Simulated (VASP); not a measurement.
# MnF2: single point with PBE+U

Crystal: MnF2.

```
CELL_PARAMETERS angstrom
3.37431 0.00000 0.00000
-1.68716 2.92224 0.00000
0.00000 0.00000 4.95762
ATOMIC_POSITIONS crystal
Mn 0.00000 0.00000 0.00000
F 0.33333 0.66667 0.19426
F 0.66667 0.33333 0.80574
```

```
Program                : VASP 6.6.1
Task                   : single point
Functional             : PBE
Potentials or basis    : VASP PAW PBE potentials, release 64 (Mn_sv, F)
Cutoff                 : 700 eV
k mesh                 : 8 × 8 × 6
Occupations            : gaussian, width 0.05 eV
Spin                   : collinear spin, ferromagnetic start
Starting moments       : [4.73, 0.0, 0.0] μB
Hubbard terms          : Mn d U = 2.0 eV
Dipole correction      : no
Further INCAR settings : ALGO = Normal; EDIFF = 1e-06; NBANDS = 26
```

```
Pressure                                              : -1.7 GPa
Largest force                                         : 0.109 eV/Å
Band gap on the k mesh                                : 2.47 eV (least direct gap 2.48 eV)
Net moment                                            : 5.00 μB per cell
Site moments                                          : Mn +4.49; F +0.07 μB
Valence electrons inside the program's atomic spheres : Mn 12.79; F 6.08
```

Forces in eV/Å, atoms in the order of the input:
```
Mn   0.000  0.000  0.000
F    0.000  0.000 -0.109
F    0.000  0.000  0.109
```

Stress tensor (GPa, compression positive):
```
-1.97  0.00  0.00
 0.00 -1.97  0.00
 0.00  0.00 -1.07
```

Levels at points of the mesh, in eV from the valence-band top:
Spin up:
```tsv
k point	band 13	band 14	band 15	band 16	band 17	band 18	band 19	band 20	band 21	band 22
(0.00, 0.00, 0.00)	-1.97	-1.97	-1.34	-0.01	-0.01	2.47	7.22	10.21	14.45	14.45
(0.50, 0.00, 0.00)	-1.90	-1.70	-1.68	-0.76	-0.18	7.21	7.74	10.83	11.38	12.77
(0.00, 0.00, 0.50)	-1.98	-1.98	-1.33	0.00	0.00	3.77	5.13	12.42	14.56	14.56
(0.50, 0.00, 0.50)	-1.87	-1.70	-1.68	-0.79	-0.20	7.70	7.83	9.05	10.45	14.86
```
Spin down:
```
           k point  band 10  band 11  band 12  band 13  band 14  band 15
(0.00, 0.00, 0.00)    -3.44    -3.44    -2.99     3.09     4.10     4.10
(0.50, 0.00, 0.00)    -3.90    -3.49    -3.41     3.81     4.15     4.58
(0.00, 0.00, 0.50)    -3.46    -3.46    -3.45     4.08     4.08     4.19
(0.50, 0.00, 0.50)    -3.95    -3.37    -3.28     3.89     4.25     4.57
```

Eigenvalues of the final occupation matrices:
```
    site  spin  trace               eigenvalues
site 1 d     1   4.60  0.91 0.91 0.91 0.94 0.94
site 1 d     2   0.12  0.01 0.01 0.01 0.05 0.05
```

Run time: 3 min on 1 thread of Intel(R) Xeon(R) Platinum 8375C CPU @ 2.90GHz (Ice Lake) (shared host), peak memory 0.31 GiB.

Caveat: a cell with one magnetic atom can't hold antiferromagnetic order, which such compounds often take. The state reached can hang on the start; a lower one may exist.
